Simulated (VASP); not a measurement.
# BaO in VASP: single point with LDA

Aim: the single point of BaO with LDA.

Everything below comes from runs of VASP 6.6.1. Logs are shortened: lines on timing, memory, paths and dates and some standing lists are left out, and cuts for length are marked.

### 1 The cell of the first run

The cell holds a slab with vacuum, 12 atoms: a = 4.361 Å, b = 6.606 Å, c = 30.072 Å, α = 90.00°, β = 90.00°, γ = 90.00°.

### 2 Single point, LDA

The input, INCAR:

```
PREC = Accurate
ENCUT = 520
EDIFF = 1E-6
ISMEAR = 0
SIGMA = 0.05
LREAL = F
LASPH = T
NELM = 120
ALGO = Normal
ISIF = 2
LWAVE = F
LCHARG = T
LDIPOL = T
IDIPOL = 3
DIPOL = 0.5 0.5 0.494
GGA = CA
LELF = T
LVHAR = T
LVACPOTAV = T
NBANDS = 60
GGA_COMPAT = F
NELMDL = -8
```

The input, KPOINTS:

```
regular mesh
0
Gamma
  6 4 1
```

The input, POSCAR:

```
BaO
1.0
    4.3611560500      0.0000000000      0.0000000000
    0.0000000000      6.6055760000      0.0000000000
    0.0000000000      0.0000000000     30.0716585367
Ba O
6 6
Direct
    0.0000000000      0.5100310000      0.3325390247
    1.0000000000      0.0100310000      0.4162695123
    0.5000000000      0.5100310000      0.4581347608
    0.5000000000      0.0135781239      0.5373015764
    0.0000000000      0.5256755705      0.5734967507
    1.0000000000      0.0213245579      0.6526426613
    0.0000000000      0.1149690000      0.3325390247
    1.0000000000      0.6149690000      0.4162695123
    0.5000000000      0.1149690000      0.4581347608
    0.5000000000      0.6336254248      0.5345130671
    0.0000000000      0.1261514433      0.5779183335
    1.0000000000      0.7032099237      0.6415048100
```

Potentials or basis: VASP PAW LDA potentials, release 64 (Ba_sv, O).

Launch:

```sh
$ cat potpaw_LDA.64/Ba_sv/POTCAR potpaw_LDA.64/O/POTCAR > POTCAR
$ mpirun -np 1 vasp_std > vasp.out
```

OUTCAR:

```text
PREC = Accurate
   ENCUT = 520
   EDIFF = 1E-6
   ISMEAR = 0
   LREAL = F
   LASPH = T
   NELM = 120
   ISIF = 2
   GGA = CA
   NELMDL = -8

 ion  position               nearest neighbor table
   1  0.000  0.510  0.333-   7 2.61   8 2.61   2 4.15   2 4.15   3 4.36   3 4.36
   2  0.000  0.010  0.416-   8 2.61   7 2.61   9 2.61   9 2.61   1 4.15   1 4.15   3 4.15   3 4.15
                             3 4.15   3 4.15   4 4.24   4 4.24
   3  0.500  0.510  0.458-  10 2.44   9 2.61   8 2.61   8 2.61   4 4.05   4 4.09   5 4.10   5 4.10
                             2 4.15   2 4.15   2 4.15   2 4.15   1 4.36   1 4.36
   4  0.500  0.014  0.537-   9 2.47  10 2.51  11 2.61  11 2.61   5 4.04   5 4.04   3 4.05   3 4.09
                             6 4.10   6 4.10   5 4.17   5 4.17   2 4.24   2 4.24
   5  0.000  0.526  0.573-  12 2.36  10 2.58  10 2.58  11 2.64   4 4.04   4 4.04   6 4.05   6 4.09
                             3 4.10   3 4.10   4 4.17   4 4.17
   6  0.000  0.021  0.653-  12 2.13  11 2.35   5 4.05   5 4.09   4 4.10   4 4.10
   7  0.000  0.115  0.333-   1 2.61   2 2.61
   8  0.000  0.615  0.416-   2 2.61   1 2.61   3 2.61   3 2.61
   9  0.500  0.115  0.458-   4 2.47   3 2.61   2 2.61   2 2.61
  10  0.500  0.634  0.535-   3 2.44   4 2.51   5 2.58   5 2.58
  11  0.000  0.126  0.578-   6 2.35   4 2.61   4 2.61   5 2.64
  12  0.000  0.703  0.642-   6 2.13   5 2.36

  LATTYP: Found a simple orthorhombic cell.
 ALAT       =     4.3611560500
 B/A-ratio  =     1.5146387619
 C/A-ratio  =     6.8953410958

  Lattice vectors:

 A1 = (   4.3611560500,   0.0000000000,   0.0000000000)
 A2 = (   0.0000000000,   6.6055760000,   0.0000000000)
 A3 = (   0.0000000000,   0.0000000000,  30.0716585367)

Analysis of symmetry for initial positions (statically):
=====================================================================
 Subroutine PRICEL returns:
 Original cell was already a primitive cell.

 Routine SETGRP: Setting up the symmetry group for a
 simple orthorhombic supercell.

 Subroutine GETGRP returns: Found  2 space group operations
 (whereof  2 operations were pure point group operations)
 out of a pool of  8 trial point group operations.

The static configuration has the point symmetry C_1h.

Analysis of symmetry for dynamics (positions and initial velocities):
=====================================================================
 Subroutine PRICEL returns:
 Original cell was already a primitive cell.

 Routine SETGRP: Setting up the symmetry group for a
 simple orthorhombic supercell.

 Subroutine GETGRP returns: Found  2 space group operations
 (whereof  2 operations were pure point group operations)
 out of a pool of  8 trial point group operations.
[... 127 lines left out ...]
     AMIX     =   0.40;   BMIX     =  1.00
     AMIX_MAG =   1.60;   BMIX_MAG =  1.00
  volume/ion in A,a.u.               =      72.19       487.17
  Fermi-wavevector in a.u.,A,eV,Ry     =   0.786337  1.485961  8.412833  0.618326
  Thomas-Fermi vector in A             =   1.890855
   LORBIT       =      0    0 simple, 1 ext, 2 COOP (PROOUT), +10 PAW based schemes
   GGA     = CA    functional components
   LHFCALC =     F    Hartree Fock is set to
   AEXX    =    0.0000 exact exchange contribution
   IVDW    =     0    specifies the selected vdW correction
   LEPSILON=     F    determine dielectric tensor
   LRPA    =     F    only Hartree local field effects (RPA)
 non-spin polarized calculation
 Gauss-broadening in eV      SIGMA  =   0.05
  energy-cutoff  :      520.00
  volume of cell :      866.30
 maximum number of plane-waves:     23396
   NGX = 17   NGY = 25   NGZ =111

 dipolmoment           0.000000      0.000000      0.038991 electrons x Angstroem

 number of electron      95.9999997 magnetization

 dipolmoment           0.000000      0.000000     -0.124209 electrons x Angstroem

 Free energy of the ion-electron system (eV)
  ---------------------------------------------------
  ext. energy  EPLUGINS =         0.00000000
  ---------------------------------------------------
  free energy    TOTEN  =       -71.65754624 eV

  energy without entropy =      -71.65372919  energy(sigma->0) =      -71.65563771

 E-fermi :  -1.3665     XC(G=0):  -3.7632

 val. band max:       -1.3768758442   @ k =   0.0000   0.0000   0.0000
 cond. band min:      -1.2740252095   @ k =   0.0000   0.2500   0.0000
 fundamental gap:      0.1028506347
 Fermi energy:        -1.3665085407

 k-point     1 :       0.0000    0.0000    0.0000
  band No.  band energies     occupation
      1     -29.5708      2.00000
      2     -28.5501      2.00000
      3     -27.6078      2.00000
      4     -27.5074      2.00000
      5     -27.3200      2.00000
      6     -27.2603      2.00000
[... 745 lines left out ...]
     59       2.7889      0.00000
     60       2.8025      0.00000

------------------------ aborting loop because EDIFF is reached ----------------------------------------

  FORCE on cell =-STRESS in cart. coord.  units (eV):
  Direction    XX          YY          ZZ          XY          YZ          ZX
  --------------------------------------------------------------------------------------
  -------------------------------------------------------------------------------------
  Total       -0.7622751     -8.8799571     -2.4581886      0.0000000      0.0521628      0.0000000
  in kB       -1.4097841    -16.4229718     -4.5462790      0.0000000      0.0964721      0.0000000
  external PRESSURE =      -7.4596783 kB  Pullay stress =       0.0000000 kB

 VOLUME and BASIS-vectors are now :
 -----------------------------------------------------------------------------
  energy-cutoff  :      520.00
  volume of cell :      866.30
      direct lattice vectors                 reciprocal lattice vectors
     4.361156050  0.000000000  0.000000000     0.229297000  0.000000000  0.000000000
     0.000000000  6.605576000  0.000000000     0.000000000  0.151387252  0.000000000
     0.000000000  0.000000000 30.071658537     0.000000000  0.000000000  0.033253902

 POSITION                                       TOTAL-FORCE (eV/Angst)
 -----------------------------------------------------------------------------------
      0.00000      3.36905     10.00000         0.000000     -1.540566      0.951248
      0.00000      0.06626     12.51791         0.000000      0.225748     -0.799434
      2.18058      3.36905     13.77687         0.000000     -0.212353     -0.674887
      2.18058      0.08969     16.15755         0.000000      0.060476      0.111871
      0.00000      3.47239     17.24600         0.000000     -0.172270     -0.176402
      0.00000      0.14086     19.62605         0.000000      1.008643      0.615725
      0.00000      0.75944     10.00000         0.000000      1.736995      1.070318
      0.00000      4.06222     12.51791         0.000000     -0.407022     -0.962814
      2.18058      0.75944     13.77687         0.000000      0.165637     -0.075655
      2.18058      4.18546     16.07369         0.000000     -0.007803      0.119721
      0.00000      0.83330     17.37896         0.000000      0.069417     -0.282772
      0.00000      4.64511     19.29111         0.000000     -0.926902      0.103081
 -----------------------------------------------------------------------------------
    total drift:                                0.000000      0.000171      0.000860

  FREE ENERGIE OF THE ION-ELECTRON SYSTEM (eV)
  ---------------------------------------------------
  free  energy   TOTEN  =       -71.6575462410 eV

  energy  without entropy=      -71.6537291865  energy(sigma->0) =      -71.65563771

 vacuum level on the upper side and lower side of the slab         1.094         1.874
```

OSZICAR:

```text
N       E                     dE             d eps       ncg     rms          rms(c)
DAV:   1     0.103485628422E+04    0.10349E+04   -0.37689E+04  1576   0.124E+03
DAV:   2     0.918298006108E+02   -0.94303E+03   -0.90744E+03  2116   0.298E+02
DAV:   3    -0.893867322837E+02   -0.18122E+03   -0.17974E+03  1868   0.133E+02
[... 26 lines left out ...]
DAV:  30    -0.716575325743E+02   -0.70312E-05   -0.39442E-07  1056   0.127E-03    0.723E-04
DAV:  31    -0.716575390599E+02   -0.64856E-05   -0.47050E-07  1080   0.134E-03    0.602E-04
DAV:  32    -0.716575432971E+02   -0.42372E-05   -0.21290E-07  1032   0.915E-04    0.418E-04
DAV:  33    -0.716575456295E+02   -0.23324E-05   -0.14310E-07  1040   0.776E-04    0.123E-04
DAV:  34    -0.716575462410E+02   -0.61142E-06   -0.67575E-08  1068   0.493E-04
   1 F= -.71657546E+02 E0= -.71655638E+02  d E =-.381705E-02
```

Wall time 51 min (1 thread of Intel Xeon 8259CL, shared host); peak memory 0.81 GiB.

Results:

```
Free energy   : -71.6575 eV
Largest force : 2.040 eV/Å
```

Forces on the atoms (eV/Å):
```
Ba   0.000 -1.541  0.951
Ba   0.000  0.226 -0.799
Ba   0.000 -0.212 -0.675
Ba   0.000  0.060  0.112
Ba   0.000 -0.172 -0.176
Ba   0.000  1.009  0.616
O    0.000  1.737  1.070
O    0.000 -0.407 -0.963
O    0.000  0.166 -0.076
O    0.000 -0.008  0.120
O    0.000  0.069 -0.283
O    0.000 -0.927  0.103
```

Caveat: spin-orbit coupling is left out, which moves the levels of the heavy elements.
